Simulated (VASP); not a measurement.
Write the native input for VASP 6.6.1 that does the following.

```
Task                   : single point
Functional             : PBE
Potentials or basis    : VASP PAW PBE potentials, release 64 (Pt, W_sv, S)
Cutoff                 : 520 eV
k mesh                 : 10 × 10 × 6
Occupations            : gaussian, width 0.1 eV
Spin                   : no spin polarisation
Dipole correction      : no
Further INCAR settings : ALGO = Normal; EDIFF = 1e-06; NBANDS = 33
```

The structure of PtWS4 lies in POSCAR:

```
PtWS4
1.0
    4.1535742260      0.0000000000      0.0000000000
    0.0000000000      4.1535742260      0.0000000000
    0.0000000000      0.0000000000      5.9208625211
Pt W S
1 1 4
Direct
    0.5000000000      0.5000000000      0.5000000000
    0.0000000000      0.0000000000      0.0000000000
    0.5000000000      0.0000000000      0.2404682506
    0.0000000000      0.5000000000      0.7595317494
    0.5000000000      0.0000000000      0.7595317494
    0.0000000000      0.5000000000      0.2404682506
```

One way to write it, as run:

INCAR

```
  ALGO = Normal
  EDIFF = 1E-6
  ENCUT = 520
  GGA = PE
  ISIF = 2
  ISMEAR = 0
  LASPH = True
  LCHARG = True
  LELF = True
  LREAL = False
  LVHAR = True
  LWAVE = False
  NBANDS = 33
  NELM = 100
  PREC = Accurate
  SIGMA = 0.1
```

KPOINTS

```
k-points
0
Gamma
  10 10 6
```

Potentials or basis: VASP PAW PBE potentials, release 64 (Pt, W_sv, S).

Run with:

```bash
$ cat potpaw_PBE.64/Pt/POTCAR potpaw_PBE.64/W_sv/POTCAR potpaw_PBE.64/S/POTCAR > POTCAR
$ mpirun -np 1 vasp_std > vasp.out
```

Results of the run:

```json
{
 "Pressure": "-0.1 GPa",
 "Largest force": "0.014 eV/Å",
 "Band gap on the k mesh": "zero (band 24 reaches 8.61 eV, above the bottom of band 25 at 7.73 eV)"
}
```

Caveat: spin-orbit coupling is left out, which moves the levels of the heavy elements.

It took 3.3 min on 1 thread of Intel(R) Xeon(R) Platinum 8259CL CPU @ 2.50GHz (Skylake/Cascade Lake), on a shared host, peak memory 0.4 GiB.
